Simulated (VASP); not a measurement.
# AgCl (Fm-3m) in VASP: a series of runs, part 2 of 2

VASP 6.6.1. Earlier steps stand in the parts before.

## (3) Single point, PBE (21.42 Å³/atom)

This run uses another cell than the first one, of 21.42 Å³/atom.

Input file INCAR:

```
SYSTEM = AgCl
PREC = Accurate
ENCUT = 500
EDIFF = 1E-6
ISMEAR = 0
SIGMA = 0.01
LREAL = .False.
LASPH = .True.
NELM = 120
ALGO = Normal
ISIF = 2
LWAVE = .False.
LCHARG = .False.
GGA = PE
NBANDS = 16
GGA_COMPAT = .False.
```

Input file KPOINTS:

```
Automatic mesh
0
Gamma
  6 6 6
  0 0 0
```

Input file POSCAR:

```
AgCl
1.0
    0.0000000000      2.7773627607      2.7773627607
    2.7773627607      0.0000000000      2.7773627607
    2.7773627607      2.7773627607      0.0000000000
Ag Cl
1 1
Direct
    0.0000000000      0.0000000000      0.0000000000
    0.5000000000      0.5000000000      0.5000000000
```

Potentials or basis: VASP PAW PBE potentials, release 64 (Ag, Cl).

Launch:

```sh
$ cat potpaw_PBE.64/Ag/POTCAR potpaw_PBE.64/Cl/POTCAR > POTCAR
$ mpirun -np 1 vasp_std > vasp.out
```

Wall time 8.8 s (1 thread of Intel Xeon Platinum 8488C (Sapphire Rapids), shared host); peak memory 0.16 GiB.

Results (log left out):

```
Free energy            : -5.3957 eV
Pressure               : 1.3 GPa
Band gap on the k mesh : 0.91 eV (least direct gap 3.21 eV)
```

Levels at points of the mesh, in eV from the valence-band top:
```
           k point  band 6  band 7  band 8  band 9  band 10  band 11  band 12  band 13
(0.00, 0.00, 0.00)   -2.38   -2.30   -2.30   -2.30     0.91    10.86    10.86    10.86
(0.50, 0.00, 0.00)   -2.06   -1.75    0.00    0.00     4.26     6.51     7.68     7.68
(0.50, 0.50, 0.00)   -2.19   -1.94   -1.94   -1.86     2.39     8.03     8.62    11.49
```

A k mesh can miss the band edges.

## (4) Single point, PBE

This run uses another cell than the first one, of 22.09 Å³/atom.

Input file INCAR:

```
SYSTEM = AgCl
  PREC = Accurate
  ENCUT = 500
  EDIFF = 1E-6
  ISMEAR = 0
  SIGMA = 0.01
  LREAL = .FALSE.
  LASPH = .TRUE.
  NELM = 120
  ALGO = Normal
  ISIF = 2
  LWAVE = .FALSE.
  LCHARG = .FALSE.
  GGA = PE
  NBANDS = 16
  GGA_COMPAT = .FALSE.
```

Input file KPOINTS:

```
regular mesh
0
G
  6 6 6
  0 0 0
```

Input file POSCAR:

```
AgCl
1.0
    0.0000000000      2.8057051546      2.8057051546
    2.8057051546      0.0000000000      2.8057051546
    2.8057051546      2.8057051546      0.0000000000
Ag Cl
1 1
Direct
    0.0000000000      0.0000000000      0.0000000000
    0.5000000000      0.5000000000      0.5000000000
```

Potentials or basis: VASP PAW PBE potentials, release 64 (Ag, Cl).

Launch:

```sh
$ cat potpaw_PBE.64/Ag/POTCAR potpaw_PBE.64/Cl/POTCAR > POTCAR
$ mpirun -np 1 vasp_std > vasp.out
```

OUTCAR:

```text
SYSTEM = AgCl
   PREC = Accurate
   ENCUT = 500
   EDIFF = 1E-6
   ISMEAR = 0
   LREAL = .FALSE.
   LASPH = .TRUE.
   NELM = 120
   ISIF = 2
   GGA = PE

 ion  position               nearest neighbor table
   1  0.000  0.000  0.000-   2 2.81   2 2.81   2 2.81   2 2.81   2 2.81   2 2.81
   2  0.500  0.500  0.500-   1 2.81   1 2.81   1 2.81   1 2.81   1 2.81   1 2.81

  LATTYP: Found a face centered cubic cell.
 ALAT       =     5.6114103092

  Lattice vectors:

 A1 = (   0.0000000000,   2.8057051546,   2.8057051546)
 A2 = (   2.8057051546,   0.0000000000,   2.8057051546)
[... 480 lines left out ...]

  FORCE on cell =-STRESS in cart. coord.  units (eV):
  Direction    XX          YY          ZZ          XY          YZ          ZX
  --------------------------------------------------------------------------------------
  -------------------------------------------------------------------------------------
  Total       -0.0318193     -0.0318193     -0.0318193      0.0000000     -0.0000000      0.0000000
  in kB       -1.1541047     -1.1541047     -1.1541047      0.0000000     -0.0000000      0.0000000
  external PRESSURE =      -1.1541047 kB  Pullay stress =       0.0000000 kB

 VOLUME and BASIS-vectors are now :
 -----------------------------------------------------------------------------
  energy-cutoff  :      500.00
  volume of cell :       44.17
      direct lattice vectors                 reciprocal lattice vectors
     0.000000000  2.805705155  2.805705155    -0.178208319  0.178208319  0.178208319
     2.805705155  0.000000000  2.805705155     0.178208319 -0.178208319  0.178208319
     2.805705155  2.805705155  0.000000000     0.178208319  0.178208319 -0.178208319

 POSITION                                       TOTAL-FORCE (eV/Angst)
 -----------------------------------------------------------------------------------
      0.00000      0.00000      0.00000         0.000000     -0.000000     -0.000000
      2.80571      2.80571      2.80571        -0.000000      0.000000      0.000000
 -----------------------------------------------------------------------------------
    total drift:                               -0.000000      0.000000      0.000000

  FREE ENERGIE OF THE ION-ELECTRON SYSTEM (eV)
  ---------------------------------------------------
  free  energy   TOTEN  =        -5.4008055172 eV

  energy  without entropy=       -5.4008055172  energy(sigma->0) =       -5.40080552
```

stdout:

```text
POSCAR found type information on POSCAR AgCl
 POSCAR found :  2 types and       2 ions
 scaLAPACK will be used
 LDA part: xc-table for (Slater+PW92), standard interpolation
 POSCAR, INCAR and KPOINTS ok, starting setup
 FFT: planning ... GRIDC
 FFT: planning ... GRID_SOFT
 FFT: planning ... GRID
 WAVECAR not read
 entering main loop
```

It took 9.2 s on 1 thread of Intel Xeon Platinum 8488C (Sapphire Rapids), shared host; peak memory 0.16 GiB.

What came out:

```
Free energy            : -5.4008 eV
Pressure               : -0.1 GPa
Band gap on the k mesh : 0.92 eV (least direct gap 3.10 eV)
```

Levels at points of the mesh, in eV from the valence-band top:
| k point | band 7 | band 8 | band 9 | band 10 | band 11 | band 12 |
| --- | --- | --- | --- | --- | --- | --- |
| (0.00, 0.00, 0.00) | -2.18 | -2.18 | -2.18 | 0.92 | 10.87 | 10.87 |
| (0.50, 0.00, 0.00) | -1.67 | 0.00 | 0.00 | 4.34 | 6.35 | 7.73 |
| (0.50, 0.50, 0.00) | -1.86 | -1.86 | -1.80 | 2.44 | 8.08 | 8.52 |

A k mesh can miss the band edges.

## (5) The runs side by side

```tsv
cell	gap on the mesh (eV)	pressure (GPa)
a = 3.887 Å, angles 60.0°, 2 atoms	0.90	2.9
a = 3.928 Å, angles 60.0°, 2 atoms	0.91	1.3
a = 3.968 Å, angles 60.0°, 2 atoms	0.92	-0.1
```

Alike in all rows: task single point; level PBE; potentials or basis VASP PAW PBE potentials, release 64 (Ag, Cl); no spin polarisation; k mesh 6 × 6 × 6; cutoff (eV) 500; smearing gaussian 0.01 eV.

Absolute energies hang on the potentials; compare differences alone.
